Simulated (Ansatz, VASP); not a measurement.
# One calculation of SnO2, two programs

```xyz
3
Lattice="1.5910 0.9186 4.3708 -1.5910 0.9186 4.3708 0.0000 -1.8371 4.3708" Properties=species:S:1:pos:R:3 pbc="T T T"
Sn    0.0000    0.0000    6.5562
O     0.0000    0.0000    3.1658
O     0.0000    0.0000    9.9465
```

Alike in both runs: task single point; functional PBEsol; k mesh 12 × 12 × 12; occupations gaussian, width 0.05 eV; no spin polarisation.

```csv
,VASP,Ansatz
version,VASP 6.6.1,Ansatz 0.2.0
potentials or method,"VASP PAW PBE potentials, release 64 (Sn_d, O), cutoff 520 eV","scalar-relativistic, plane waves, PAW"
valence electrons in the cell,26,26
```

VASP gave:

```
gap on the k mesh at the Fermi level (eV)                     : 1.98
least direct gap on the mesh (eV)                             : 2.03
pressure (GPa)                                                : 5.7
traceless stress, the component that is largest in VASP (GPa) : -2.43
rms of the force components (eV/Å)                            : 0.175
```

What did Ansatz give for the same quantities?

gap on the k mesh at the Fermi level (eV): 1.99; least direct gap on the mesh (eV): 2.04; pressure (GPa): 4.9; traceless stress, the component that is largest in VASP (GPa): -1.89; rms of the force components (eV/Å): 0.144.

VASP's potentials were made for PBE, not for PBEsol, and Ansatz warns of the same on its side. Atom by atom the forces differ by 0.031 eV/Å (rms over components). The functional is the same, so the differences come from potentials, cutoffs and numerics.
